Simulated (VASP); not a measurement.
**Be4Se3: single point with PBE**

The system is Be4Se3.

```xyz
7
Lattice="6.8477 0.0000 0.0000 -3.4238 5.9303 0.0000 0.0000 0.0000 4.3461" Properties=species:S:1:pos:R:3 pbc="T T T"
Be    0.0000    3.9535    3.2769
Be    3.4238    1.9768    3.2769
Be    3.4238    1.9768    1.0693
Be    0.0000    3.9535    1.0693
Se    3.4238    0.0000    2.1731
Se   -1.7119    2.9651    2.1731
Se    1.7119    2.9651    2.1731
```

```yaml
Program: VASP 6.6.1
Task: single point
Functional: PBE
Potentials_or_basis: VASP PAW PBE potentials, release 64 (Be, Se)
Cutoff: 520 eV
k_mesh: 4 × 4 × 4
Occupations: gaussian, width 0.2 eV
Spin: no spin polarisation
```

```yaml
Pressure: 0.2 GPa
Largest_force: 0.079 eV/Å
Band_gap_on_the_k_mesh: zero (band 13 reaches 0.77 eV, above the bottom of band 14 at -0.42 eV)
```

Forces on the atoms (eV/Å):
```
Be   0.000  0.000  0.079
Be   0.000  0.000  0.079
Be   0.000  0.000 -0.079
Be   0.000  0.000 -0.079
Se   0.000  0.000  0.000
Se   0.000  0.000  0.000
Se   0.000  0.000  0.000
```

Stress tensor (GPa, compression positive):
```
0.28 0.00 0.00
0.00 0.28 0.00
0.00 0.00 0.07
```

Levels at points of the mesh, in eV from the Fermi level:
| k point | band 9 | band 10 | band 11 | band 12 | band 13 | band 14 | band 15 | band 16 | band 17 | band 18 |
| --- | --- | --- | --- | --- | --- | --- | --- | --- | --- | --- |
| (0.00, 0.00, 0.00) | -1.93 | -1.49 | -0.89 | -0.89 | -0.48 | 0.30 | 1.02 | 3.19 | 3.19 | 3.52 |
| (0.50, 0.00, 0.00) | -2.35 | -1.95 | -1.78 | -1.20 | -0.86 | -0.24 | 2.56 | 4.00 | 4.19 | 4.34 |
| (0.00, 0.00, 0.50) | -3.19 | -1.79 | -0.73 | -0.73 | 0.40 | 1.06 | 2.23 | 2.40 | 2.40 | 5.21 |
| (0.50, 0.00, 0.50) | -3.22 | -2.08 | -1.52 | -0.44 | -0.12 | 0.72 | 2.93 | 3.02 | 4.19 | 4.49 |

It took 25 s on 1 thread of Intel(R) Xeon(R) 6975P-C (Granite Rapids), on a shared host, peak memory 0.29 GiB.

Caveat: the k points lie up to 0.36 Å⁻¹ apart.
